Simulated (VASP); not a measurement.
W: single point with PBE

The system is W.

```
CELL_PARAMETERS angstrom
-1.66926 1.66926 1.66926
1.66926 -1.66926 1.66926
1.66926 1.66926 -1.66926
ATOMIC_POSITIONS crystal
W 0.00000 0.00000 0.00000
```

This cell differs from its parent crystal: strained.

```
Program             : VASP 6.6.1
Task                : single point
Functional          : PBE
Potentials or basis : VASP PAW PBE potentials, release 64 (W_sv)
Cutoff              : 520 eV
k mesh              : 18 × 18 × 18
Occupations         : gaussian, width 0.1 eV
Spin                : no spin polarisation
```

The pressure is -31.6 GPa and the band gap on the k mesh is zero (bands 7 and 8 overlap by 5.09 eV).

Levels at points of the mesh, in eV from the Fermi level:
```csv
k point,band 5,band 6,band 7,band 8,band 9,band 10
"(0.00, 0.00, 0.00)",-8.71,-0.98,-0.98,-0.98,1.90,1.90
"(0.50, 0.00, 0.00)",-5.29,-2.85,0.30,1.72,2.52,4.85
"(0.50, 0.50, 0.50)",-4.64,-4.64,4.11,4.11,4.11,7.11
```

Run time: 120 s on 1 thread of AMD EPYC 7571, on a shared host, peak memory 0.14 GiB.

Caveat: the cell differs from its parent crystal (strained); the cell stands under tension; spin-orbit coupling is left out, which moves the levels of the heavy elements.
